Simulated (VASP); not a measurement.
V, 1 atom in the cell. The structure is cubic, space group Fm-3m (No. 225). The conventional cell has a = 3.790 Å, b = 3.790 Å, c = 3.790 Å, α = 90.00°, β = 90.00°, γ = 90.00°. V (site symmetry m-3m) has 12 V at 2.68 Å within 3.5 Å. 

```yaml
Program: VASP 6.6.1
Task: single point
Functional: revPBE
Dispersion: D3(BJ)
Potentials_or_basis: VASP PAW PBE potentials, release 64 (V_sv)
Cutoff: 520 eV
k_mesh: 12 × 12 × 12
Occupations: fermi-dirac, width 0.15 eV
Spin: collinear spin, zero start
Starting_moments: "[0.0] μB"
Dipole_correction: no
Further_INCAR_settings: ALGO = Fast; EDIFF = 1e-06; NBANDS = 16
```

Potentials or basis: VASP PAW PBE potentials, release 64 (V_sv).

Launch:

```console
$ cat potpaw_PBE.64/V_sv/POTCAR > POTCAR
$ mpirun -np 1 vasp_std > vasp.out
```

Hardware: 1 thread of Intel(R) Xeon(R) 6975P-C (Granite Rapids), on a shared host.

Task: Estimate the wall time of this run.

Result: Run time: 12 s on 1 thread of Intel(R) Xeon(R) 6975P-C (Granite Rapids), on a shared host, peak memory 0.15 GiB. Counts: scf iterations 12, k points 72.
